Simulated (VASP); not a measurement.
A run of VASP 6.6.1:

Contents of INCAR:

```
  ALGO = Normal
  EDIFF = 1E-6
  ENCUT = 500
  GGA = PE
  GGA_COMPAT = False
  ISIF = 2
  ISMEAR = 0
  LASPH = True
  LCHARG = True
  LELF = True
  LREAL = False
  LVHAR = True
  LWAVE = False
  NBANDS = 12
  NELM = 120
  PREC = Accurate
  SIGMA = 0.020999999999999998
```

The input KPOINTS:

```
k-points
0
Gamma
  11 11 11
```

The input POSCAR:

```
Ti
1.0
    0.0000000000      2.0300000000      2.0300000000
    2.0300000000      0.0000000000      2.0300000000
    2.0300000000      2.0300000000      0.0000000000
Ti
1
Direct
    0.0000000000      0.0000000000      0.0000000000
```

Potentials or basis: VASP PAW PBE potentials, release 64 (Ti_sv).

Run with:

```console
$ cat potpaw_PBE.64/Ti_sv/POTCAR > POTCAR
$ mpirun -np 1 vasp_std > vasp.out
```

Hardware: 1 thread of Intel(R) Xeon(R) 6975P-C (Granite Rapids), on a shared host.

Problem. How long does it take, and how much memory?

Solution. Run time: 6.3 s on 1 thread of Intel(R) Xeon(R) 6975P-C (Granite Rapids), on a shared host, peak memory 0.14 GiB. Counts: scf iterations 13, k points 56.
